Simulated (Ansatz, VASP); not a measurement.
One calculation of Sr2C, two programs

The input POSCAR:

```
Sr2C
1.0
    0.0000000000      3.2915488607      3.2915488607
    3.2915488607      0.0000000000      3.2915488607
    3.2915488607      3.2915488607      0.0000000000
C Sr
1 2
Direct
    0.0000000000      0.0000000000      0.0000000000
    0.2500000000      0.2500000000      0.2500000000
    0.7500000000      0.7500000000      0.7500000000
```

The input INCAR.step1:

```
SYSTEM = Sr2C
PREC = Accurate
ENCUT = 520
ISMEAR = -1
SIGMA = 0.02
LREAL = .False.
LASPH = .True.
NELM = 60
NBANDS = 19
GGA = PE
ALGO = Normal
EDIFF = 1E-4
LWAVE = .True.
LCHARG = .False.
```

INCAR.step2

```
SYSTEM = Sr2C
PREC = Accurate
ENCUT = 520
EDIFF = 1E-6
ISMEAR = -1
SIGMA = 0.02
LREAL = .False.
LASPH = .True.
NELM = 60
ALGO = Normal
ISIF = 2
LWAVE = .False.
LCHARG = .False.
METAGGA = R2SCAN
LMIXTAU = .True.
NBANDS = 19
ISTART = 1
```

File KPOINTS:

```
Automatic mesh
0
Gamma
  6 6 6
  0 0 0
```

Input for Ansatz:

```yaml
crystal:
  lattice:
    - [0.0, 3.2915488607, 3.2915488607]
    - [3.2915488607, 0.0, 3.2915488607]
    - [3.2915488607, 3.2915488607, 0.0]
  atoms:
    - { symbol: C, position: [0.0, 0.0, 0.0] }
    - { symbol: Sr, position: [0.25, 0.25, 0.25] }
    - { symbol: Sr, position: [0.75, 0.75, 0.75] }
kpoints:
  mp_grid: { grid: [6, 6, 6] }
hamiltonian:
  xc: r2scan
scf:
  occupations: { method: fermi_dirac, width: 0.02 }
  n_extra_bands: 4
output:
  forces: true
  stress: true
  eigenvalues: true
```

Alike in both runs: task single point; functional r2SCAN; k mesh 6 × 6 × 6; occupations fermi-dirac, width 0.02 eV; no spin polarisation.

|  | VASP | Ansatz |
| --- | --- | --- |
| version | VASP 6.6.1 | Ansatz 0.2.0 |
| potentials or method | VASP PAW PBE potentials, release 64 (C, Sr_sv) | plane waves, PAW |
| plane-wave cutoff (eV) | 520 | 500 |
| valence electrons in the cell | 24 | 24 |

Ansatz gave:

| Property | Result |
| --- | --- |
| pressure (GPa) | 2.6 |

**Question.** What did VASP give for the same quantities?

**Answer.** Pressure (GPa): 2.9.

VASP's potentials were made for PBE, not for r2SCAN. The functional is the same, so the differences come from potentials, cutoffs and numerics.
